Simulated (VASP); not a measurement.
Zr6GeRu, 8 atoms in the cell. Symmetry: Fm-3m, No. 225, cubic system. Conventional cell: a = 8.083 Å, b = 8.083 Å, c = 8.083 Å, α = 90.00°, β = 90.00°, γ = 90.00°. Zr (site symmetry mmm) has 8 Zr at 2.86 Å and 2 Ge at 2.86 Å and 2 Ru at 2.86 Å within 3.8 Å. Ge (site symmetry m-3m) has 12 Zr at 2.86 Å within 3.8 Å. Within 3.8 Å of Ru (site symmetry m-3m) lie 12 Zr at 2.86 Å. The cell was generated, and may not be a known phase.

```yaml
Program: VASP 6.6.1
Task: relaxation of cell and atoms
Functional: PBE
Potentials_or_basis: VASP PAW PBE potentials, release 64 (Zr_sv, Ge_d, Ru_pv)
Cutoff: 620 eV
k_mesh: 4 × 4 × 4
Occupations: gaussian, width 0.2 eV
Spin: no spin polarisation
Dipole_correction: no
Second_try: not_converged
Further_INCAR_settings: ALGO = All; EDIFF = 1e-07; IBRION = 2; EDIFFG = -0.08; NSW = 36; ISIF = 3
```

Potentials or basis: VASP PAW PBE potentials, release 64 (Zr_sv, Ge_d, Ru_pv).

Command:

```sh
$ cat potpaw_PBE.64/Zr_sv/POTCAR potpaw_PBE.64/Ge_d/POTCAR potpaw_PBE.64/Ru_pv/POTCAR > POTCAR
$ mpirun -np 4 vasp_std > vasp.out
```

Hardware: 4 MPI ranks on Intel(R) Xeon(R) 6975P-C (Granite Rapids), on a shared host.

Estimate the wall time of this run.

It took 4.9 min on 4 MPI ranks on Intel(R) Xeon(R) 6975P-C (Granite Rapids), with other jobs on the host, peak memory 0.43 GiB a rank. Counts: scf iterations 212, k points 8, ion steps 4.
